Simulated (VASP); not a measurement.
# Ti3Al (P-6m2) in VASP: a series of runs, part 2 of 2

VASP 6.6.1. The steps go on from the part before.

## Step 4: Single point, PBE (16.70 Å³/atom)

File INCAR:

```
  PREC = Accurate
  ENCUT = 520
  EDIFF = 1E-7
  ISMEAR = 0
  SIGMA = 0.15
  LREAL = False
  LASPH = True
  NELM = 100
  ALGO = Fast
  ISIF = 2
  LWAVE = False
  LCHARG = False
  GGA = PE
  NBANDS = 28
```

File KPOINTS:

```
Automatic mesh
0
Gamma
  18 18 6
```

File POSCAR:

```
Ti3Al
1.0
    3.0232773701      0.0000000000      0.0000000000
   -1.5116386851      2.6182350052      0.0000000000
    0.0000000000      0.0000000000      8.4379671400
Ti Al
3 1
Direct
    0.6666666667      0.3333333333      0.0000000000
    0.3333333333      0.6666666667      0.7504575700
    0.3333333333      0.6666666667      0.2495424300
    0.6666666667      0.3333333333      0.5000000000
```

Potentials or basis: VASP PAW PBE potentials, release 64 (Ti_sv, Al).

Started as:

```sh
$ cat potpaw_PBE.64/Ti_sv/POTCAR potpaw_PBE.64/Al/POTCAR > POTCAR
$ mpirun -np 1 vasp_std > vasp.out
```

OUTCAR:

```text
PREC = Accurate
   ENCUT = 520
   EDIFF = 1E-7
   ISMEAR = 0
   LREAL = False
   LASPH = True
   NELM = 100
   ISIF = 2
   GGA = PE

 ion  position               nearest neighbor table
   1  0.667  0.333  0.000-   2 2.74   3 2.74   2 2.74   3 2.74   2 2.74   3 2.74
   2  0.333  0.667  0.750-   1 2.74   1 2.74   1 2.74   4 2.74   4 2.74   4 2.74
   3  0.333  0.667  0.250-   1 2.74   1 2.74   1 2.74   4 2.74   4 2.74   4 2.74
   4  0.667  0.333  0.500-   2 2.74   3 2.74   2 2.74   3 2.74   2 2.74   3 2.74

  LATTYP: Found a hexagonal cell.
 ALAT       =     3.0232773701
 C/A-ratio  =     2.7910000000

  Lattice vectors:

 A1 = (   3.0232773701,   0.0000000000,   0.0000000000)
 A2 = (  -1.5116386851,   2.6182350052,   0.0000000000)
 A3 = (   0.0000000000,   0.0000000000,   8.4379671400)

Analysis of symmetry for initial positions (statically):
=====================================================================
 Subroutine PRICEL returns:
 Original cell was already a primitive cell.

 Routine SETGRP: Setting up the symmetry group for a
 hexagonal supercell.

 Subroutine GETGRP returns: Found 12 space group operations
 (whereof 12 operations were pure point group operations)
 out of a pool of 24 trial point group operations.

The static configuration has the point symmetry D_3h.

Analysis of symmetry for dynamics (positions and initial velocities):
=====================================================================
 Subroutine PRICEL returns:
 Original cell was already a primitive cell.

 Routine SETGRP: Setting up the symmetry group for a
 hexagonal supercell.

 Subroutine GETGRP returns: Found 12 space group operations
 (whereof 12 operations were pure point group operations)
 out of a pool of 24 trial point group operations.

The dynamic configuration has the point symmetry D_3h.

 Subroutine INISYM returns: Found 12 space group operations
 (whereof 12 operations are pure point group operations),
 and found     1 'primitive' translations

----------------------------------------------------------------------------------------

                                     Primitive cell

  volume of cell :      66.7920

  direct lattice vectors                    reciprocal lattice vectors
     3.023277370  0.000000000  0.000000000     0.330766872  0.190968343  0.000000000
    -1.511638685  2.618235005  0.000000000     0.000000000  0.381936686  0.000000000
     0.000000000  0.000000000  8.437967140     0.000000000  0.000000000  0.118511957

  length of vectors
     3.023277370  3.023277370  8.437967140     0.381936686  0.381936686  0.118511957

  position of ions in fractional coordinates (direct lattice)
     0.666666667  0.333333333  0.000000000
     0.333333333  0.666666667  0.750457570
     0.333333333  0.666666667  0.249542430
     0.666666667  0.333333333  0.500000000

  ion indices of the primitive-cell ions
   primitive index   ion index
                 1           1
                 2           2
                 3           3
                 4           4

----------------------------------------------------------------------------------------

 KPOINTS: Automatic mesh

Automatic generation of k-mesh.
 Grid dimensions read from file:
 generate k-points for:   18   18    6

 Generating k-lattice:

  Cartesian coordinates                     Fractional coordinates (reciprocal lattice)
     0.018375937  0.010609352  0.000000000     0.055555556  0.000000000  0.000000000
     0.000000000  0.021218705  0.000000000     0.000000000  0.055555556  0.000000000
     0.000000000  0.000000000  0.019751993     0.000000000  0.000000000  0.166666667

  Length of vectors
     0.021218705  0.021218705  0.019751993

  Shift w.r.t. Gamma in fractional coordinates (k-lattice)
     0.000000000  0.000000000  0.000000000

 Subroutine IBZKPT returns following result:
 ===========================================

 Found    148 irreducible k-points:

 Following reciprocal coordinates:
            Coordinates               Weight
  0.000000  0.000000  0.000000      1.000000
  0.055556 -0.000000  0.000000      6.000000
  0.111111 -0.000000  0.000000      6.000000
  0.166667 -0.000000  0.000000      6.000000
  0.222222  0.000000  0.000000      6.000000
  0.277778 -0.000000  0.000000      6.000000
[... 16 lines left out ...]
  0.333333  0.111111  0.000000     12.000000
  0.388889  0.111111  0.000000     12.000000
 [... further k-points ...]
   k-points           NKPTS =    148   k-points in BZ     NKDIM =    148   number of bands    NBANDS=     28
   number of dos      NEDOS =    301   number of ions     NIONS =      4
   total plane-waves  NPLWV =  36864
   dimension x,y,z NGX =    24 NGY =   24 NGZ =   64
   dimension x,y,z NGXF=    48 NGYF=   48 NGZF=  128
   ions per type =               3   1
   NGX,Y,Z   is equivalent  to a cutoff of  13.20, 13.20, 12.61 a.u.
   NGXF,Y,Z  is equivalent  to a cutoff of  26.39, 26.39, 25.22 a.u.
 SYSTEM =  unknown system
   PREC   = accura    normal or accurate (medium, high low for compatibility)
   ISTART =      0    job   : 0-new  1-cont  2-samecut
   ICHARG =      2    charge: 1-file 2-atom 10-const
   ISPIN  =      1    spin polarized calculation?
   LNONCOLLINEAR =      F non collinear calculations
   LSORBIT =      F    spin-orbit coupling
   LASPH  =      T    aspherical Exc in radial PAW
   ENCUT  =  520.0 eV  38.22 Ry    6.18 a.u.   5.62  5.62 15.69*2*pi/ulx,y,z
   NELM   =    100;   NELMIN=  2; NELMDL= -5     # of ELM steps
   EDIFF  = 0.1E-06   stopping-criterion for ELM
   LREAL  =      F    real-space projection
   EDIFFG = 0.1E-05   stopping-criterion for IOM
   NSW    =      0    number of steps for IOM
   IBRION =     -1    ionic relax: 0-MD 1-quasi-New 2-CG
   NFREE  =      0    steps in history (QN), initial steepest desc. (CG)
   ISIF   =      2    stress and relaxation
   ISYM   =      2    0-nonsym 1-usesym 2-fastsym
   POTIM  = 0.5000    time-step for ionic-motion
   TEBEG  =    0.0;   TEEND  =   0.0 temperature during run
   PSTRESS=    0.0 pullay stress
   NELECT =      39.0000    total number of electrons
   NUPDOWN=      -1.0000    fix difference up-down
   EMIN   =  10.00;   EMAX   =-10.00  energy-range for DOS
   EFERMI =   0.00;   METHOD = LEGACY
   ISMEAR =     0;   SIGMA  =   0.15  broadening in eV -4-tet -1-fermi 0-gaus
   EFERMI_NEDOS =   21; number of points for ismear=-14 and -15
   IALGO  =     68    algorithm
   IMIX   =      4    mixing-type and parameters
     AMIX     =   0.40;   BMIX     =  1.00
     AMIX_MAG =   1.60;   BMIX_MAG =  1.00
  volume/ion in A,a.u.               =      16.70       112.68
  Fermi-wavevector in a.u.,A,eV,Ry     =   1.368322  2.585753 25.474247  1.872304
  Thomas-Fermi vector in A             =   2.494296
   LORBIT       =      0    0 simple, 1 ext, 2 COOP (PROOUT), +10 PAW based schemes
   GGA     = PE    functional components
   LHFCALC =     F    Hartree Fock is set to
   AEXX    =    0.0000 exact exchange contribution
   IVDW    =     0    specifies the selected vdW correction
   LEPSILON=     F    determine dielectric tensor
   LRPA    =     F    only Hartree local field effects (RPA)
 non-spin polarized calculation
 RMM-DIIS sequential band-by-band and
 Gauss-broadening in eV      SIGMA  =   0.15
  energy-cutoff  :      520.00
  volume of cell :       66.79
 maximum number of plane-waves:      1831
 NGX is ok and might be reduce to    24
   NGX = 11   NGY = 11   NGZ = 31

 number of electron      38.9999990 magnetization

 Free energy of the ion-electron system (eV)
  ---------------------------------------------------
  ext. energy  EPLUGINS =         0.00000000
  ---------------------------------------------------
  free energy    TOTEN  =       -27.43701185 eV

  energy without entropy =      -27.39540790  energy(sigma->0) =      -27.41620988

 E-fermi :   8.1995     XC(G=0): -11.2980

 val. band max:        8.1978544552   @ k =   0.3333   0.3333   0.5000
 cond. band min:       8.2024228277   @ k =   0.2222   0.0000   0.0000
 fundamental gap:      0.0045683725
 Fermi energy:         8.1995115348

 k-point     1 :       0.0000    0.0000    0.0000
  band No.  band energies     occupation
      1     -48.5025      2.00000
      2     -48.4058      2.00000
      3     -48.3292      2.00000
      4     -25.0914      2.00000
      5     -24.7510      2.00000
      6     -24.5210      2.00000
[... 20 lines left out ...]
     27      10.0395      0.00000
[... 691 lines left out ...]
      6     -24.7757      2.00000
[... 20 lines left out ...]
     27      11.2951      0.00000
     28      11.6428      0.00000

 [... further k-points ...]
[... 5 lines left out ...]
  --------------------------------------------------------------------------------------
  -------------------------------------------------------------------------------------
  Total       -0.6328765     -0.6328765      6.8876119      0.0000000      0.0000000     -0.0000000
  in kB      -15.1811659    -15.1811659    165.2170265      0.0000000      0.0000000     -0.0000000
  external PRESSURE =      44.9515649 kB  Pullay stress =       0.0000000 kB

 VOLUME and BASIS-vectors are now :
 -----------------------------------------------------------------------------
  energy-cutoff  :      520.00
  volume of cell :       66.79
      direct lattice vectors                 reciprocal lattice vectors
     3.023277370  0.000000000  0.000000000     0.330766872  0.190968343  0.000000000
    -1.511638685  2.618235005  0.000000000     0.000000000  0.381936686  0.000000000
     0.000000000  0.000000000  8.437967140     0.000000000  0.000000000  0.118511957

 POSITION                                       TOTAL-FORCE (eV/Angst)
 -----------------------------------------------------------------------------------
      1.51164      0.87275      0.00000         0.000000      0.000000      0.000000
     -0.00000      1.74549      6.33234        -0.000000     -0.000000      0.052938
     -0.00000      1.74549      2.10563        -0.000000     -0.000000     -0.052938
      1.51164      0.87275      4.21898         0.000000      0.000000      0.000000
 -----------------------------------------------------------------------------------
    total drift:                                0.000000     -0.000000      0.000000

  FREE ENERGIE OF THE ION-ELECTRON SYSTEM (eV)
  ---------------------------------------------------
  free  energy   TOTEN  =       -27.4370118541 eV

  energy  without entropy=      -27.3954079019  energy(sigma->0) =      -27.41620988
```

Run time: 9.1 min. Hardware: 1 thread of Intel Xeon 6975P-C (Granite Rapids), shared host; peak memory 0.35 GiB.

Results:

```yaml
Free_energy: -27.4370 eV
Pressure: 4.5 GPa
Largest_force: 0.053 eV/Å
Band_gap_on_the_k_mesh: zero (an odd number of electrons rules out a gap without spin polarisation)
```

Forces in eV/Å, atoms in the order of the input:
```
Ti   0.000  0.000  0.000
Ti   0.000  0.000  0.053
Ti   0.000  0.000 -0.053
Al   0.000  0.000  0.000
```

Caveat: the cell stands under pressure.

## Step 5: The runs side by side

```tsv
cell	further INCAR settings	gap on the mesh (eV)	pressure (GPa)	largest force (eV/Å)
a = 2.903, b = 2.903, c = 9.149 Å, angles 90.0, 90.0, 120.0°, 4 atoms	ALGO = Fast; EDIFF = 1e-06; NBANDS = 28	none	2.9	0.01
a = 2.788, b = 2.788, c = 9.919 Å, angles 90.0, 90.0, 120.0°, 4 atoms	ALGO = Fast; EDIFF = 1e-06; NBANDS = 28	none	2.6	0.35
a = 3.023, b = 3.023, c = 8.438 Å, angles 90.0, 90.0, 120.0°, 4 atoms	ALGO = Fast; EDIFF = 1e-07; NBANDS = 28	none	4.5	0.05
```

Alike in all rows: task single point; level PBE; potentials or basis VASP PAW PBE potentials, release 64 (Ti_sv, Al); no spin polarisation; k mesh 18 × 18 × 6; cutoff (eV) 520; smearing gaussian 0.15 eV.

Caveats: the cell stands under pressure (at least some runs).

Total energies depend on the potentials used, so only differences within one code and one set of settings carry meaning.
